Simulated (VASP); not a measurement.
Input of a VASP 6.6.1 run:

INCAR

```
PREC = Accurate
ENCUT = 520
EDIFF = 1E-6
ISMEAR = -1
SIGMA = 0.01
LREAL = F
LASPH = T
NELM = 60
ALGO = Normal
ISIF = 2
LWAVE = F
LCHARG = T
GGA = PE
LELF = T
LVHAR = T
NBANDS = 10
```

KPOINTS

```
regular mesh
0
Gamma
  11 11 11
```

POSCAR

```
Na
1.0
   -2.0985562613      2.0985562613      2.0985562613
    2.0985562613     -2.0985562613      2.0985562613
    2.0985562613      2.0985562613     -2.0985562613
Na
1
Direct
    0.0000000000      0.0000000000      0.0000000000
```

Potentials or basis: VASP PAW PBE potentials, release 64 (Na_pv).

Launch:

```console
$ cat potpaw_PBE.64/Na_pv/POTCAR > POTCAR
$ mpirun -np 1 vasp_std > vasp.out
```

(1) What does it give for the pressure?

(2) Predict the band gap on the k mesh.

## Answers

(1) 0.0 GPa.

(2) zero (an odd number of electrons rules out a gap without spin polarisation).
